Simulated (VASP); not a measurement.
# Si3N4 (P6_3/m) in VASP: relaxation of the atoms with PBE

Aim: the relaxation of the atoms of Si3N4 with PBE.

All numbers are computed with VASP 6.6.1; they aren't measurements. Logs are shortened: lines on timing, memory, paths and dates and some standing lists are left out, and cuts for length are marked.

### Step 1. The cell of the first run

It takes space group P6_3/m (No. 176, hexagonal). Conventional cell: a = 7.602 Å, b = 7.602 Å, c = 2.906 Å, α = 90.00°, β = 90.00°, γ = 120.00°. Si (site symmetry m) has 4 N at 1.73 to 1.74 Å within 2.3 Å. Within 2.3 Å of N (site symmetry m) lie 3 Si at 1.74 Å. N (site symmetry -6) has 3 Si at 1.73 Å within 2.3 Å.

### Step 2. Relaxation of the atoms, PBE

Contents of INCAR:

```
PREC = Accurate
ENCUT = 520
EDIFF = 1E-6
ISMEAR = -1
SIGMA = 0.02
LREAL = False
LASPH = True
NELM = 100
ALGO = Normal
ISIF = 2
LWAVE = False
LCHARG = False
GGA = PE
IBRION = 2
NSW = 80
EDIFFG = -0.02
KPAR = 2
```

Contents of KPOINTS:

```
regular mesh
0
Gamma
  4 4 10
```

Contents of POSCAR:

```
Si3N4
1.0
    7.6015000000      0.0000000000      0.0000000000
   -3.8007500000      6.5830921069      0.0000000000
    0.0000000000      0.0000000000      2.9061000000
Si N
6 8
Direct
    0.7684770000      0.1745690000      0.2500000000
    0.5939080000      0.7684770000      0.7500000000
    0.8254310000      0.5939080000      0.2500000000
    0.2315230000      0.8254310000      0.7500000000
    0.4060920000      0.2315230000      0.2500000000
    0.1745690000      0.4060920000      0.7500000000
    0.0304900000      0.3302600000      0.2500000000
    0.7002300000      0.0304900000      0.7500000000
    0.6697400000      0.7002300000      0.2500000000
    0.9695100000      0.6697400000      0.7500000000
    0.2997700000      0.9695100000      0.2500000000
    0.3302600000      0.2997700000      0.7500000000
    0.6666666667      0.3333333333      0.2500000000
    0.3333333333      0.6666666667      0.7500000000
```

Potentials or basis: VASP PAW PBE potentials, release 64 (Si, N).

Run with:

```console
$ cat potpaw_PBE.64/Si/POTCAR potpaw_PBE.64/N/POTCAR > POTCAR
$ mpirun -np 2 vasp_std > vasp.out
```

OUTCAR:

```text
PREC = Accurate
   ENCUT = 520
   EDIFF = 1E-6
   ISMEAR = -1
   LREAL = False
   LASPH = True
   NELM = 100
   ISIF = 2
   GGA = PE
   IBRION = 2
   NSW = 80
   EDIFFG = -0.02

 ion  position               nearest neighbor table
   1  0.768  0.175  0.250-  13 1.73   7 1.74   8 1.74   8 1.74   5 2.99   3 2.99   6 3.05   6 3.05
                             2 3.05   2 3.05
   2  0.594  0.768  0.750-  14 1.73   8 1.74   9 1.74   9 1.74   4 2.99   6 2.99   3 3.05   3 3.05
                             1 3.05   1 3.05
   3  0.825  0.594  0.250-  13 1.73   9 1.74  10 1.74  10 1.74   5 2.99   1 2.99   2 3.05   2 3.05
                             4 3.05   4 3.05
   4  0.232  0.825  0.750-  14 1.73  10 1.74  11 1.74  11 1.74   2 2.99   6 2.99   3 3.05   3 3.05
                             5 3.05   5 3.05
   5  0.406  0.232  0.250-  13 1.73  11 1.74  12 1.74  12 1.74   1 2.99   3 2.99   6 3.05   6 3.05
                             4 3.05   4 3.05
   6  0.175  0.406  0.750-  14 1.73  12 1.74   7 1.74   7 1.74   2 2.99   4 2.99   5 3.05   5 3.05
                             1 3.05   1 3.05
   7  0.030  0.330  0.250-   1 1.74   6 1.74   6 1.74
   8  0.700  0.030  0.750-   2 1.74   1 1.74   1 1.74
   9  0.670  0.700  0.250-   3 1.74   2 1.74   2 1.74
  10  0.970  0.670  0.750-   4 1.74   3 1.74   3 1.74
  11  0.300  0.970  0.250-   5 1.74   4 1.74   4 1.74
  12  0.330  0.300  0.750-   6 1.74   5 1.74   5 1.74
  13  0.667  0.333  0.250-   1 1.73   3 1.73   5 1.73
  14  0.333  0.667  0.750-   4 1.73   6 1.73   2 1.73

  LATTYP: Found a hexagonal cell.
 ALAT       =     7.6015000000
 C/A-ratio  =     0.3823061238

  Lattice vectors:

 A1 = (   7.6015000000,   0.0000000000,   0.0000000000)
 A2 = (  -3.8007500000,   6.5830921069,   0.0000000000)
 A3 = (   0.0000000000,   0.0000000000,   2.9061000000)

Analysis of symmetry for initial positions (statically):
=====================================================================
 Subroutine PRICEL returns:
 Original cell was already a primitive cell.

 Routine SETGRP: Setting up the symmetry group for a
 hexagonal supercell.

 Subroutine GETGRP returns: Found 12 space group operations
 (whereof  6 operations were pure point group operations)
 out of a pool of 24 trial point group operations.

The static configuration has the point symmetry S_6 .
 The point group associated with its full space group is C_6h.

Analysis of symmetry for dynamics (positions and initial velocities):
=====================================================================
 Subroutine PRICEL returns:
 Original cell was already a primitive cell.

 Routine SETGRP: Setting up the symmetry group for a
 hexagonal supercell.

 Subroutine GETGRP returns: Found 12 space group operations
 (whereof  6 operations were pure point group operations)
[... 120 lines left out ...]
   ISPIN  =      1    spin polarized calculation?
   LNONCOLLINEAR =      F non collinear calculations
   LSORBIT =      F    spin-orbit coupling
   LASPH  =      T    aspherical Exc in radial PAW
   ENCUT  =  520.0 eV  38.22 Ry    6.18 a.u.  14.13 14.13  5.40*2*pi/ulx,y,z
   NELM   =    100;   NELMIN=  2; NELMDL= -5     # of ELM steps
   EDIFF  = 0.1E-05   stopping-criterion for ELM
   LREAL  =      F    real-space projection
   EDIFFG = -.2E-01   stopping-criterion for IOM
   NSW    =     80    number of steps for IOM
   IBRION =      2    ionic relax: 0-MD 1-quasi-New 2-CG
   NFREE  =      1    steps in history (QN), initial steepest desc. (CG)
   ISIF   =      2    stress and relaxation
   ISYM   =      2    0-nonsym 1-usesym 2-fastsym
   POTIM  = 0.5000    time-step for ionic-motion
   TEBEG  =    0.0;   TEEND  =   0.0 temperature during run
   PSTRESS=    0.0 pullay stress
   NELECT =      64.0000    total number of electrons
   NUPDOWN=      -1.0000    fix difference up-down
   EMIN   =  10.00;   EMAX   =-10.00  energy-range for DOS
   EFERMI =   0.00;   METHOD = LEGACY
   ISMEAR =    -1;   SIGMA  =   0.02  broadening in eV -4-tet -1-fermi 0-gaus
   EFERMI_NEDOS =   21; number of points for ismear=-14 and -15
   IALGO  =     38    algorithm
   IMIX   =      4    mixing-type and parameters
     AMIX     =   0.40;   BMIX     =  1.00
     AMIX_MAG =   1.60;   BMIX_MAG =  1.00
  volume/ion in A,a.u.               =      10.39        70.10
  Fermi-wavevector in a.u.,A,eV,Ry     =   1.245245  2.353172 21.097680  1.550636
  Thomas-Fermi vector in A             =   2.379476
   LORBIT       =      0    0 simple, 1 ext, 2 COOP (PROOUT), +10 PAW based schemes
   GGA     = PE    functional components
   LHFCALC =     F    Hartree Fock is set to
   AEXX    =    0.0000 exact exchange contribution
   IVDW    =     0    specifies the selected vdW correction
   LEPSILON=     F    determine dielectric tensor
   LRPA    =     F    only Hartree local field effects (RPA)
 conjugate gradient relaxation of ions
 non-spin polarized calculation
  energy-cutoff  :      520.00
  volume of cell :      145.43
 maximum number of plane-waves:      3965
 NGX is ok and might be reduce to    60
   NGX = 29   NGY = 29   NGZ = 11

--------------------------------------- Ionic step        1  -------------------------------------------

 number of electron      63.9999992 magnetization

 Free energy of the ion-electron system (eV)
  ---------------------------------------------------
  ext. energy  EPLUGINS =         0.00000000
  ---------------------------------------------------
  free energy    TOTEN  =      -114.48745567 eV

  energy without entropy =     -114.48745567  energy(sigma->0) =     -114.48745567

------------------------ aborting loop because EDIFF is reached ----------------------------------------

  FORCE on cell =-STRESS in cart. coord.  units (eV):
  Direction    XX          YY          ZZ          XY          YZ          ZX
  --------------------------------------------------------------------------------------
  -------------------------------------------------------------------------------------
  Total        5.0188300      5.0188300      4.9280501     -0.0000000     -0.0000000      0.0000000
  in kB       55.2933987     55.2933987     54.2932592     -0.0000005     -0.0000000      0.0000000
  external PRESSURE =      54.9600188 kB  Pullay stress =       0.0000000 kB
[... 227 lines left out ...]
--------------------------------------- Ionic step        6  -------------------------------------------

 number of electron      63.9999992 magnetization

 Free energy of the ion-electron system (eV)
  ---------------------------------------------------
  ext. energy  EPLUGINS =         0.00000000
  ---------------------------------------------------
  free energy    TOTEN  =      -114.48823716 eV

  energy without entropy =     -114.48823716  energy(sigma->0) =     -114.48823716

 E-fermi :   7.2571     XC(G=0): -10.8127

 val. band max:        6.7772008338   @ k =   0.0000   0.0000   0.2000
 cond. band min:      11.1032011066   @ k =   0.0000   0.0000   0.0000
 fundamental gap:      4.3260002728
 Fermi energy:         7.2570830632

 k-point     1 :       0.0000    0.0000    0.0000
  band No.  band energies     occupation
      1     -11.4532      2.00000
      2      -9.9912      2.00000
      3      -9.9912      2.00000
      4      -9.3438      2.00000
      5      -9.2157      2.00000
      6      -9.2157      2.00000
[... 1062 lines left out ...]
  FREE ENERGIE OF THE ION-ELECTRON SYSTEM (eV)
  ---------------------------------------------------
  free  energy   TOTEN  =      -114.4882371558 eV

  energy  without entropy=     -114.4882371558  energy(sigma->0) =     -114.48823716

 reached required accuracy - stopping structural energy minimisation
```

Wall time 4.1 min (2 MPI ranks of Intel Xeon Platinum 8259CL at 2.50GHz (Skylake/Cascade Lake), shared host); peak memory 0.33 GiB.

What came out:

| Item | Value |
| --- | --- |
| Free energy | -114.4882 eV |
| Energy gained by relaxing | 0.1 meV/atom |
| Ionic steps | 6 |
| Pressure after relaxing | 5.4 GPa |
| Largest force after relaxing | 0.012 eV/Å |
| Band gap on the k mesh | 4.33 eV (least direct gap 4.52 eV) |

Forces in eV/Å, atoms in the order of the input:
```
Si  -0.010 -0.003  0.000
Si  -0.002 -0.010  0.000
Si   0.008 -0.007  0.000
Si   0.010  0.003  0.000
Si   0.002  0.010  0.000
Si  -0.008  0.007  0.000
N   -0.010  0.007  0.000
N   -0.011 -0.005  0.000
N   -0.001 -0.012  0.000
N    0.010 -0.007  0.000
N    0.011  0.005  0.000
N    0.001  0.012  0.000
N    0.000  0.000  0.000
N    0.000  0.000  0.000
```

The path:
```tsv
step	energy change (eV)	largest force (eV/Å)	pressure (GPa)
1	0.0000	0.0446	5.50
2	-0.0003	0.0573	5.48
3	-0.0003	0.0480	5.49
4	-0.0006	0.0285	5.47
5	-0.0007	0.0209	5.45
6	-0.0008	0.0123	5.44
```

Final structure:
```yaml
crystal:
  lattice:
    - [7.60150, 0.00000, 0.00000]
    - [-3.80075, 6.58309, 0.00000]
    - [0.00000, 0.00000, 2.90610]
  atoms:
    - { symbol: Si, position: [0.76798, 0.17405, 0.25000] }
    - { symbol: Si, position: [0.59394, 0.76798, 0.75000] }
    - { symbol: Si, position: [0.82595, 0.59394, 0.25000] }
    - { symbol: Si, position: [0.23202, 0.82595, 0.75000] }
    - { symbol: Si, position: [0.40606, 0.23202, 0.25000] }
    - { symbol: Si, position: [0.17405, 0.40606, 0.75000] }
    - { symbol: N, position: [0.02996, 0.32964, 0.25000] }
    - { symbol: N, position: [0.70032, 0.02996, 0.75000] }
    - { symbol: N, position: [0.67036, 0.70032, 0.25000] }
    - { symbol: N, position: [0.97004, 0.67036, 0.75000] }
    - { symbol: N, position: [0.29968, 0.97004, 0.25000] }
    - { symbol: N, position: [0.32964, 0.29968, 0.75000] }
    - { symbol: N, position: [0.66667, 0.33333, 0.25000] }
    - { symbol: N, position: [0.33333, 0.66667, 0.75000] }
```

Levels at points of the mesh, in eV from the valence-band top:
```tsv
k point	band 29	band 30	band 31	band 32	band 33	band 34	band 35	band 36
(0.00, 0.00, 0.00)	-1.28	-0.46	-0.39	-0.20	4.33	4.77	4.90	4.90
(0.50, 0.00, 0.00)	-1.35	-0.78	-0.33	-0.25	4.64	4.72	4.88	5.30
(0.00, 0.00, 0.50)	-1.62	-1.62	-1.35	-1.35	4.73	4.73	4.73	4.73
(0.50, 0.00, 0.50)	-1.50	-1.50	-1.05	-1.05	4.81	4.81	5.87	5.87
```

A k mesh can miss the band edges.
